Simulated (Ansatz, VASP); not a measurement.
**Ge2Sb2O in VASP and in Ansatz**

File INCAR:

```
ALGO = Normal ; EDIFF = 1E-6
ENCUT = 520 ; GGA = PE
ISIF = 2 ; ISMEAR = 0
LASPH = True ; LCHARG = False
LREAL = False ; LWAVE = False
NBANDS = 55 ; NELM = 60
PREC = Accurate ; SIGMA = 0.1
```

File KPOINTS:

```
k-points
0
Gamma
  4 4 4
```

POSCAR

```
Ge2Sb2O
1.0
    7.2291838800      0.0000000000      0.0000000000
    0.0000000000      7.2291838800      0.0000000000
    0.0000000000      0.0000000000      4.2462903300
Ge Sb O
4 4 2
Direct
    0.1224500000      0.6224500000      0.5000000000
    0.3775500000      0.1224500000      0.5000000000
    0.8775500000      0.3775500000      0.5000000000
    0.6224500000      0.8775500000      0.5000000000
    0.1774600100      0.3225399900      0.0000000000
    0.6774600100      0.1774600100      0.0000000000
    0.8225399900      0.6774600100      0.0000000000
    0.3225399900      0.8225399900      0.0000000000
    0.0000000000      0.0000000000      0.5000000000
    0.5000000000      0.5000000000      0.5000000000
```

Input for Ansatz:

```yaml
crystal:
  lattice:
    - [7.22918388, 0.0, 0.0]
    - [0.0, 7.22918388, 0.0]
    - [0.0, 0.0, 4.24629033]
  atoms:
    - { symbol: Ge, position: [0.12245, 0.62245, 0.5] }
    - { symbol: Ge, position: [0.37755, 0.12245, 0.5] }
    - { symbol: Ge, position: [0.87755, 0.37755, 0.5] }
    - { symbol: Ge, position: [0.62245, 0.87755, 0.5] }
    - { symbol: Sb, position: [0.17746001, 0.32253999, 0.0] }
    - { symbol: Sb, position: [0.67746001, 0.17746001, 0.0] }
    - { symbol: Sb, position: [0.82253999, 0.67746001, 0.0] }
    - { symbol: Sb, position: [0.32253999, 0.82253999, 0.0] }
    - { symbol: O, position: [0.0, 0.0, 0.5] }
    - { symbol: O, position: [0.5, 0.5, 0.5] }
basis:
  ecutwfc: 420
kpoints:
  mp_grid: { grid: [4, 4, 4] }
hamiltonian:
  xc: pbe
scf:
  occupations: { method: gaussian, width: 0.1 }
  lower_state_search: "off"
output:
  forces: true
  stress: true
  eigenvalues: true
```

Change from the starting cell: species swapped into the Gd2MgGe2 type (P4/mbm, No. 127).

Alike in both runs: task single point; functional PBE; k mesh 4 × 4 × 4; occupations gaussian, width 0.1 eV; no spin polarisation.

|  | VASP | Ansatz |
| --- | --- | --- |
| version | VASP 6.6.1 | Ansatz 0.2.0 |
| potentials or method | VASP PAW PBE potentials, release 64 (Ge_d, Sb, O), cutoff 520 eV | scalar-relativistic, plane waves, PAW |
| valence electrons in the cell | 88 | 128 |

|  | VASP | Ansatz | Ansatz less VASP |
| --- | --- | --- | --- |
| gap on the k mesh at the Fermi level (eV) | none | none | - |
| pressure (GPa) | -2.9 | -2.8 | +0.09 |
| traceless stress, the component that is largest in VASP (GPa) | 2.13 | 2.14 | +0.015 |
| rms of the force components (eV/Å) | 0.570 | 0.568 | -0.0018 |

Atom by atom the forces differ by 0.002 eV/Å (rms over components). A gap of «none» marks a metal or a gap that the smearing closes. VASP's potentials hold 88 valence electrons a cell and Ansatz's 128, so a difference there can come from the potentials and not from the codes.

The k mesh is coarse, so the values compare programs but aren't converged. Neither program's run includes spin-orbit coupling.
